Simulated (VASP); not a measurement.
A run of VASP 6.6.1 is set up as follows.

Contents of INCAR:

```
SYSTEM = Sr3Ti4NbO12
PREC = Accurate ; ENCUT = 520
EDIFF = 1E-6 ; ISMEAR = -1
SIGMA = 0.05 ; LREAL = Auto
LASPH = .TRUE. ; NELM = 120
ALGO = Normal ; ISIF = 2
LWAVE = .FALSE. ; LCHARG = .TRUE.
GGA = PS ; LELF = .TRUE.
LVHAR = .TRUE. ; ISYM = -1
NBANDS = 189 ; GGA_COMPAT = .FALSE.
```

The input KPOINTS:

```
explicit points
1
Reciprocal
  0.25000000   0.25000000   0.25000000 1
```

File POSCAR:

```
Sr3Ti4NbO12
1.0
    7.7828210000      0.0000000000      0.0000000000
    0.0000000000      7.7828210000      0.0000000000
    0.0000000000      0.0000000000      7.7828210000
Nb Sr Ti O
2 6 8 24
Direct
    0.8772270000      0.9400450000      0.0014560000
    0.3741240000      0.5593800000      0.4962490000
    0.0026380000      0.9984990000      0.5009020000
    0.0114910000      0.4838030000      0.0008730000
    0.9735940000      0.4801540000      0.5027440000
    0.4818580000      0.0220690000      0.9993810000
    0.5148590000      0.0105310000      0.5010730000
    0.5023180000      0.5032530000      0.0014780000
    0.2516920000      0.2525000000      0.2486930000
    0.2590450000      0.2595230000      0.7494390000
    0.2541440000      0.7609620000      0.2499110000
    0.2416930000      0.7694530000      0.7682260000
    0.7514730000      0.2461010000      0.2499230000
    0.7567340000      0.2438070000      0.7502850000
    0.7552240000      0.7393330000      0.2525340000
    0.7462310000      0.7354000000      0.7409180000
    0.2451400000      0.2559700000      0.9998130000
    0.3212750000      0.2980850000      0.4982090000
    0.3020570000      0.7547880000      0.9985930000
    0.1908190000      0.7394180000      0.5010200000
    0.8200650000      0.2042230000      0.0010650000
    0.7461340000      0.2396440000      0.5017090000
    0.6927840000      0.7569110000      0.9999410000
    0.8006800000      0.7519450000      0.5009910000
    0.0188950000      0.2354550000      0.2887870000
    0.0180880000      0.2368750000      0.7151790000
    0.0023900000      0.7836500000      0.1859930000
    0.9960140000      0.7843110000      0.8088030000
    0.5181080000      0.2654560000      0.2121470000
    0.5155100000      0.2641420000      0.7872250000
    0.5023350000      0.7066160000      0.3112750000
    0.4970340000      0.7055150000      0.6754680000
    0.2868920000      0.0055950000      0.2720320000
    0.2813490000      0.0046960000      0.7258640000
    0.2323490000      0.5043840000      0.2536310000
    0.2306170000      0.5100460000      0.7397770000
    0.7289160000      0.9938100000      0.2428150000
    0.7261830000      0.9925990000      0.7646600000
    0.7847840000      0.4930470000      0.2331140000
    0.7807420000      0.4951550000      0.7733870000
```

Potentials or basis: VASP PAW PBE potentials, release 64 (Nb_sv, Sr_sv, Ti_sv, O).

The run is started by

```console
$ cat potpaw_PBE.64/Nb_sv/POTCAR potpaw_PBE.64/Sr_sv/POTCAR potpaw_PBE.64/Ti_sv/POTCAR potpaw_PBE.64/O/POTCAR > POTCAR
$ mpirun -np 1 vasp_std > vasp.out
```

Estimate the pressure.

0.6 GPa.

What does it give for the largest force?

0.146 eV/Å.

Stress tensor (GPa, compression positive):
```
 2.26 -0.23 -0.27
-0.23  1.27 -0.33
-0.27 -0.33 -1.83
```

Caveat: the PAW data sets were made with another functional, which shifts forces and pressure a little.
